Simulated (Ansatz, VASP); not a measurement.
## NiO in VASP and in Ansatz

File INCAR:

```
SYSTEM = NiO
ALGO = Normal
EDIFF = 1E-6
ENCUT = 520
GGA = PE
ISIF = 2
ISMEAR = -1
ISPIN = 2
LASPH = .True.
LCHARG = .False.
LMAXMIX = 4
LORBIT = 11
LREAL = .False.
LWAVE = .False.
MAGMOM = 1.5 0
NBANDS = 19
NELM = 150
PREC = Accurate
SIGMA = 0.03
```

File KPOINTS:

```
k-points
0
Gamma
  16 16 16
  0 0 0
```

Contents of POSCAR:

```
NiO
1.0
    0.0000000000      2.0658047801      2.0658047801
    2.0658047801      0.0000000000      2.0658047801
    2.0658047801      2.0658047801      0.0000000000
Ni O
1 1
Direct
    0.0000000000      0.0000000000      0.0000000000
    0.5000000000      0.5000000000      0.5000000000
```

Input for Ansatz:

```yaml
crystal:
  lattice:
    - [0.0, 2.0658047801, 2.0658047801]
    - [2.0658047801, 0.0, 2.0658047801]
    - [2.0658047801, 2.0658047801, 0.0]
  atoms:
    - { symbol: Ni, position: [0.0, 0.0, 0.0], spin: 1.5 }
    - { symbol: O, position: [0.5, 0.5, 0.5] }
magnetization:
  spin_polarized: true
kpoints:
  mp_grid: { grid: [16, 16, 16] }
scf:
  occupations: { method: fermi_dirac, width: 0.03 }
hamiltonian:
  xc: pbe
  pseudopotentials: { kind: all_electron, lapw: { basis_error: 0.001 } }
output:
  forces: true
  stress: true
  eigenvalues: true
```

Change from the starting cell: volume scaled by 0.9405.

Alike in both runs: task single point; functional PBE; k mesh 16 × 16 × 16; occupations fermi-dirac, width 0.03 eV; collinear spin.

|  | VASP | Ansatz |
| --- | --- | --- |
| version | VASP 6.6.1 | Ansatz 0.2.0 |
| potentials or method | VASP PAW PBE potentials, release 64 (Ni, O), cutoff 520 eV | all-electron LAPW, scalar-relativistic |

VASP gave:

| Item | Value |
| --- | --- |
| pressure (GPa) | 11.0 |
| net moment per atom (μB) | 0.80 |
| size of the moment on the site where the two differ most (μB) | 1.32 |

Problem. Estimate Ansatz's values.

Solution. Pressure (GPa): 12.0; net moment per atom (μB): 0.85; size of the moment on the site where the two differ most (μB): 1.41.

Site moments also hang on the region over which each program counts them. Ansatz ran all-electron here, and VASP with PAW potentials.
